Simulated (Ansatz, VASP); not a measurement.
# SrTiO3 in VASP and in Ansatz

Contents of POSCAR:

```
SrTiO3
1.0
    3.9177112476      0.0000000000      0.0000000000
    0.0000000000      3.9177112476      0.0000000000
    0.2350626749      0.0000000000      3.9177112476
Sr Ti O
1 1 3
Direct
    0.0000000000      0.0000000000      0.0000000000
    0.5000000000      0.5000000000      0.5000000000
    0.5000000000      0.0000000000      0.5000000000
    0.5000000000      0.5000000000      0.0000000000
    0.0000000000      0.5000000000      0.5000000000
```

INCAR.step1

```
ALGO = Normal
EDIFF = 1E-4
ENCUT = 520
GGA = PE
ISMEAR = 0
LASPH = True
LCHARG = False
LDAU = True
LDAUJ = 0 0 0
LDAUL = -1 2 -1
LDAUTYPE = 2
LDAUU = 0 4 0
LMAXMIX = 4
LREAL = False
LWAVE = True
NBANDS = 28
NELM = 150
PREC = Accurate
SIGMA = 0.02
```

The input INCAR.step2:

```
ALGO = Normal
EDIFF = 1E-6
ENCUT = 520
ISIF = 2
ISMEAR = 0
ISTART = 1
LASPH = True
LCHARG = False
LDAU = True
LDAUJ = 0 0 0
LDAUL = -1 2 -1
LDAUPRINT = 1
LDAUTYPE = 2
LDAUU = 0 4 0
LMAXMIX = 4
LMIXTAU = True
LREAL = False
LWAVE = False
METAGGA = R2SCAN
NBANDS = 28
NELM = 150
PREC = Accurate
SIGMA = 0.02
```

KPOINTS

```
k-points
0
Gamma
  6 6 6
```

Input for Ansatz:

```yaml
crystal:
  lattice:
    - [3.9177112476, 0.0, 0.0]
    - [0.0, 3.9177112476, 0.0]
    - [0.2350626749, 0.0, 3.9177112476]
  atoms:
    - { symbol: Sr, position: [0.0, 0.0, 0.0] }
    - { symbol: Ti, position: [0.5, 0.5, 0.5] }
    - { symbol: O, position: [0.5, 0.0, 0.5] }
    - { symbol: O, position: [0.5, 0.5, 0.0] }
    - { symbol: O, position: [0.0, 0.5, 0.5] }
basis:
  ecutwfc: 500
kpoints:
  mp_grid: { grid: [6, 6, 6] }
hamiltonian:
  xc: r2scan
  hubbard: { sites: [{ species: Ti, l: d, u_eff: 4.0 }] }
scf:
  occupations: { method: gaussian, width: 0.02 }
output:
  forces: true
  stress: true
  eigenvalues: true
```

Change from the starting cell: shear of c along a, cell held, atoms relaxed: +6.0 %.

Alike in both runs: task single point; functional r2SCAN; k mesh 6 × 6 × 6; occupations gaussian, width 0.02 eV; no spin polarisation; Hubbard terms Ti d U = 4.0 eV.

|  | VASP | Ansatz |
| --- | --- | --- |
| version | VASP 6.6.1 | Ansatz 0.2.0 |
| potentials or method | VASP PAW PBE potentials, release 64 (Sr_sv, Ti_sv, O), cutoff 520 eV | scalar-relativistic, plane waves, PAW |
| valence electrons in the cell | 40 | 40 |

Ansatz gave:

| Quantity | Value |
| --- | --- |
| gap on the k mesh at the Fermi level (eV) | 2.62 |
| least direct gap on the mesh (eV) | 2.90 |
| pressure (GPa) | 0.2 |
| traceless stress, the component that is largest in VASP (GPa) | -7.36 |

Q: What did VASP give for the same quantities?

A: gap on the k mesh at the Fermi level (eV): 2.65; least direct gap on the mesh (eV): 2.95; pressure (GPa): 3.3; traceless stress, the component that is largest in VASP (GPa): -7.34.

VASP's potentials were made for PBE, not for r2SCAN. The programs project onto different local orbitals, so the same U acts differently, and such runs can settle in different states.
